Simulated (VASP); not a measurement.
HfN: relaxation of cell and atoms with PBE

Crystal: HfN.

```xyz
2
Lattice="1.7890 -1.9353 0.0000 1.7890 1.9353 0.0000 0.0000 0.0000 4.6727" Properties=species:S:1:pos:R:3 pbc="T T T"
Hf    1.7890    0.0000    0.0000
N     0.0000    0.0000    0.0000
```

The cell was built from a structure type or drawn by symmetry, and may not be a known phase.

```
Program                : VASP 6.6.1
Task                   : relaxation of cell and atoms
Functional             : PBE
Potentials or basis    : VASP PAW PBE potentials, release 64 (Hf_pv, N)
Cutoff                 : 600 eV
k mesh                 : 6 × 6 × 4
Occupations            : gaussian, width 0.1 eV
Spin                   : no spin polarisation
Dipole correction      : no
Further INCAR settings : ALGO = Normal; EDIFF = 1e-06; IBRION = 2; EDIFFG = -0.04; NSW = 90; ISIF = 3
```

* Relaxed volume: 16.19 Å³/atom
* Relaxed cell: a = 3.059 Å, b = 3.059 Å, c = 3.461 Å, α = 90.00°, β = 90.00°, γ = 90.11°
* Space group after relaxing (to 0.1 Å): P4/mmm (No. 123)
* Pressure after relaxing: 0.0 GPa
* Band gap on the k mesh: zero (an odd number of electrons rules out a gap without spin polarisation)

Stress tensor (GPa, compression positive):
```
 0.19  0.00  0.00
 0.00 -0.22  0.00
 0.00  0.00 -0.10
```

Final structure:
```cif
data_structure
_symmetry_space_group_name_H-M 'P 1'
_symmetry_Int_Tables_number 1
_cell_length_a 3.0586
_cell_length_b 3.0586
_cell_length_c 3.4615
_cell_angle_alpha 90.000
_cell_angle_beta 90.000
_cell_angle_gamma 90.106
_cell_volume 32.38
loop_
_atom_site_label
_atom_site_type_symbol
_atom_site_fract_x
_atom_site_fract_y
_atom_site_fract_z
_atom_site_occupancy
Hf1 Hf 0.50000 0.50000 0.00000 1
N1 N 0.00000 0.00000 0.00000 1
```

Levels at points of the mesh, in eV from the Fermi level:
```tsv
k point	band 4	band 5	band 6	band 7	band 8	band 9	band 10	band 11
(0.00, 0.00, 0.00)	-15.48	-2.98	-1.98	-1.71	-1.71	-1.69	4.24	4.30
(0.50, 0.00, 0.00)	-13.26	-7.01	-4.92	-3.15	-1.34	4.25	4.72	5.11
(0.50, 0.50, 0.00)	-14.82	-3.07	-3.04	-1.31	-0.19	1.61	1.62	7.16
(0.00, 0.00, 0.50)	-15.20	-4.50	-1.59	-1.57	-1.39	2.82	2.83	4.05
(0.50, 0.00, 0.50)	-13.05	-6.62	-5.12	-4.81	2.40	3.55	3.93	4.80
(0.50, 0.50, 0.50)	-14.65	-2.69	-2.67	-2.55	-0.89	-0.88	5.30	6.66
```

Run time: 5.7 min on 1 thread of Intel Xeon 8259CL (shared host), peak memory 0.19 GiB.

Caveat: the k points lie up to 0.45 Å⁻¹ apart in the final cell, too coarse for converged energies and pressures of a metal; a cell axis changed by over 15 % at a fixed basis, so the end point is rough; spin-orbit coupling is left out, which moves the levels of the heavy elements.
